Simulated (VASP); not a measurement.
Input of a VASP 6.6.1 run:

The input INCAR:

```
  ALGO = Normal
  EDIFF = 1E-6
  EDIFFG = -0.02
  ENCUT = 520
  GGA = PE
  IBRION = 2
  ISIF = 2
  ISMEAR = -1
  LASPH = T
  LCHARG = F
  LREAL = F
  LWAVE = F
  NELM = 100
  NSW = 80
  PREC = Accurate
  SIGMA = 0.02
```

The input KPOINTS:

```
k-points
0
Gamma
  16 16 16
```

The input POSCAR:

```
BAs
1.0
    0.0000000000      2.3562190158      2.3562190158
    2.3562190158      0.0000000000      2.3562190158
    2.3562190158      2.3562190158      0.0000000000
B As
1 1
Direct
    0.0000000000      0.0000000000      0.0000000000
    0.2500000000      0.2500000000      0.2500000000
```

Potentials or basis: VASP PAW PBE potentials, release 64 (B, As).

Run with:

```bash
$ cat potpaw_PBE.64/B/POTCAR potpaw_PBE.64/As/POTCAR > POTCAR
$ mpirun -np 1 vasp_std > vasp.out
```

What does it give for the band gap on the k mesh?

1.15 eV (least direct gap 3.33 eV).

Final structure:
```cif
data_structure
_symmetry_space_group_name_H-M 'P 1'
_symmetry_Int_Tables_number 1
_cell_length_a 3.3322
_cell_length_b 3.3322
_cell_length_c 3.3322
_cell_angle_alpha 60.000
_cell_angle_beta 60.000
_cell_angle_gamma 60.000
_cell_volume 26.16
loop_
_atom_site_label
_atom_site_type_symbol
_atom_site_fract_x
_atom_site_fract_y
_atom_site_fract_z
_atom_site_occupancy
B1 B 0.00000 0.00000 0.00000 1
As1 As 0.25000 0.25000 0.25000 1
```

Caveat: the relaxation stopped at its first step, so nothing moved. A k mesh can miss the band edges.
